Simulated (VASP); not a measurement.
SiC:

```
Si C
1.0
     0.00000    2.02921    2.02921
     2.02921    0.00000    2.02921
     2.02921    2.02921    0.00000
Si C
1 1
Direct
  0.00000 0.00000 0.00000
  0.50000 0.50000 0.50000
```

* Program: VASP 6.6.1
* Task: relaxation of cell and atoms
* Functional: r2SCAN
* Potentials or basis: VASP PAW PBE potentials, release 64 (Si, C)
* Cutoff: 600 eV
* k mesh: 10 × 10 × 10
* Occupations: fermi-dirac, width 0.02 eV
* Spin: no spin polarisation

At the start: pressure -6.1 GPa; volume 8.36 Å³/atom.

Problem. Where does the relaxation end?

Solution. Over 3 steps the energy falls by 3.6 meV/atom and the volume is 8.17 Å³/atom (-2.2 %); space group Fm-3m (No. 225, to 0.05 Å).

Step by step:
| step | energy change (eV) | largest force (eV/Å) | pressure (GPa) | volume (Å³) |
| --- | --- | --- | --- | --- |
| 1 | 0.0000 | 0.0000 | -6.05 | 16.71 |
| 2 | 0.0004 | 0.0000 | 6.29 | 15.96 |
| 3 | -0.0073 | 0.0000 | -0.05 | 16.34 |

Final structure:
```xyz
2
Lattice="0.0000 2.0141 2.0141 2.0141 0.0000 2.0141 2.0141 2.0141 0.0000" Properties=species:S:1:pos:R:3 pbc="T T T"
Si    0.0000    0.0000    0.0000
C     2.0141    2.0141    2.0141
```

Caveat: the PAW data sets were made with another functional, which shifts forces and pressure a little.
